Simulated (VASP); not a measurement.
Here is a VASP 6.6.1 calculation.

File INCAR:

```
  PREC = Accurate
  ENCUT = 520
  EDIFF = 1E-6
  ISMEAR = 0
  SIGMA = 0.1
  LREAL = F
  LASPH = T
  NELM = 80
  ALGO = Normal
  ISIF = 2
  LWAVE = F
  LCHARG = F
  LDIPOL = T
  IDIPOL = 3
  DIPOL = 0.5 0.5 0.407
  GGA = PE
  IBRION = 2
  NSW = 50
  EDIFFG = -0.025
```

File KPOINTS:

```
Automatic mesh
0
Gamma
  9 9 1
```

File POSCAR:

```
Al8H
1.0
    2.8543223330      0.0000000000      0.0000000000
   -1.4271611665      2.4719156510      0.0000000000
    0.0000000000      0.0000000000     31.9760593533
Al H
8 1
Selective dynamics
Direct
    0.3333333333      0.6666666667      0.1250935882  F F F
    0.0000000000      0.0000000000      0.1984546650  F F F
    0.6666666667      0.3333333333      0.2718157419  F F F
    0.0000000000      0.0000000000      0.3451768186  F F F
    0.3333333333      0.6666666667      0.4179469871  F F F
    0.0000000000      0.0000000000      0.4916851455  F F F
    0.6666666667      0.3333333333      0.5654358086  F F F
    0.0000000000      0.0000000000      0.6403559340  T T T
    0.6666666667      0.3333333333      0.6108579062  F F T
```

Potentials or basis: VASP PAW PBE potentials, release 64 (Al, H).

Launch:

```sh
$ cat potpaw_PBE.64/Al/POTCAR potpaw_PBE.64/H/POTCAR > POTCAR
$ mpirun -np 1 vasp_std > vasp.out
```

Problem. What does it give for the energy gained by relaxing?

Solution. 76.0 meV/atom.

Final structure:
```
Al H
1.0
     2.85432    0.00000    0.00000
    -1.42716    2.47192    0.00000
     0.00000    0.00000   31.97606
Al H
8 1
Direct
  0.33333 0.66667 0.12509
  0.00000 0.00000 0.19845
  0.66667 0.33333 0.27182
  0.00000 0.00000 0.34518
  0.33333 0.66667 0.41795
  0.00000 0.00000 0.49169
  0.66667 0.33333 0.56544
  0.00000 0.00000 0.66240
  0.66667 0.33333 0.62372
```
